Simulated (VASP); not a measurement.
## Ag: relaxation of cell and atoms with BLYP

Crystal: Ag.

```
Ag
1.0
    -2.54071    2.54071    1.38723
     2.54071   -2.54071    1.38723
     2.54071    2.54071   -1.38723
Ag
2
Direct
  0.00000 0.00000 0.00000
  0.75000 0.25000 0.50000
```

```yaml
Program: VASP 6.6.1
Task: relaxation of cell and atoms
Functional: BLYP
Potentials_or_basis: VASP PAW PBE potentials, release 64 (Ag)
Cutoff: 600 eV
k_mesh: 13 × 13 × 9
Occupations: fermi-dirac, width 0.1 eV
Spin: no spin polarisation
Dipole_correction: no
Further_INCAR_settings: ALGO = Normal; EDIFF = 1e-07; ISYM = 0; IBRION = 2; EDIFFG = -0.01; NSW = 80; ISIF = 3
```

| Property | Result |
| --- | --- |
| Relaxed volume | 21.35 Å³/atom |
| Relaxed cell | a = 4.121 Å, b = 4.121 Å, c = 4.124 Å, α = 96.84°, β = 96.84°, γ = 139.52° |
| Space group after relaxing (to 0.1 Å) | I4_1/amd (No. 141) |
| Energy gained by relaxing | 156.9 meV/atom |
| Ionic steps | 6 |
| Pressure after relaxing | 0.0 GPa |
| Largest force after relaxing | 0.004 eV/Å |
| Band gap on the k mesh | zero (bands 11 and 12 overlap by 5.21 eV) |

Forces in eV/Å, atoms in the order of the input:
```
Ag  -0.003  0.003  0.000
Ag   0.003 -0.003  0.000
```

The path:
```csv
step,energy change (eV),largest force (eV/Å),pressure (GPa),volume (Å³)
1,0.0000,0.0000,16.59,35.82
2,-0.2699,0.0015,-3.54,46.29
3,-0.3103,0.0016,-0.05,42.73
4,-0.3103,0.0016,-0.23,42.88
5,-0.3133,0.0032,-0.08,42.77
6,-0.3138,0.0042,0.04,42.69
```

Final structure:
```xyz
2
Lattice="-2.7335 2.7352 1.4258 2.7352 -2.7335 1.4258 2.7368 2.7368 -1.4226" Properties=species:S:1:pos:R:3 pbc="T T T"
Ag    5.4719    0.0034    0.0032
Ag    0.0022    2.7363    0.7145
```

Levels at points of the mesh, in eV from the Fermi level:
```tsv
k point	band 9	band 10	band 11	band 12	band 13	band 14
(0.00, 0.00, 0.00)	-3.43	-2.98	-2.49	4.00	4.02	7.18
```

Wall time 12 min on 1 thread of Intel(R) Xeon(R) 6975P-C (Granite Rapids), with other jobs on the host, peak memory 0.56 GiB.

Caveat: the volume moved by over 15 % at a fixed basis, so the end points are rough; the PAW data sets were made with another functional, which shifts forces and pressure a little.
